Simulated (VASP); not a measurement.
Set up this calculation in VASP 6.6.1, as the native input.

| Property | Result |
| --- | --- |
| Task | single point |
| Functional | PBE |
| Potentials or basis | VASP PAW PBE potentials, release 64 (Ba_sv, Te) |
| Cutoff | 500 eV |
| k mesh | 6 × 6 × 4 |
| Occupations | gaussian, width 0.1 eV |
| Spin | no spin polarisation |
| Dipole correction | no |
| Further INCAR settings | ALGO = Normal; EDIFF = 1e-06; NBANDS = 15 |

The structure of BaTe lies in POSCAR:

```
BaTe
1.0
    4.0877338100      0.0000000000      0.0000000000
   -2.0438669000      3.5400813200      0.0000000000
    0.0000000000      0.0000000000      4.7200733000
Ba Te
1 1
Direct
    0.3333333300      0.6666666700      0.0000000000
    0.6666666700      0.3333333300      0.5000000000
```

One way to write it, as run:

INCAR

```
SYSTEM = BaTe
ALGO = Normal ; EDIFF = 1E-6
ENCUT = 500 ; GGA = PE
GGA_COMPAT = .False. ; ISIF = 2
ISMEAR = 0 ; LASPH = .True.
LCHARG = .False. ; LREAL = .False.
LWAVE = .False. ; NBANDS = 15
NELM = 120 ; PREC = Accurate
SIGMA = 0.1
```

KPOINTS

```
k-points
0
Gamma
  6 6 4
  0 0 0
```

Potentials or basis: VASP PAW PBE potentials, release 64 (Ba_sv, Te).

Run with:

```sh
$ cat potpaw_PBE.64/Ba_sv/POTCAR potpaw_PBE.64/Te/POTCAR > POTCAR
$ mpirun -np 1 vasp_std > vasp.out
```

It gave:

The pressure is 9.4 GPa and the band gap on the k mesh is zero (band 8 reaches 4.67 eV, above the bottom of band 9 at 4.66 eV).

Caveat: spin-orbit coupling is left out, which moves the levels of the heavy elements.

Wall time 11 s on 1 thread of AMD EPYC 9R45 96-Core Processor (Zen 5) (shared host), peak memory 0.15 GiB.
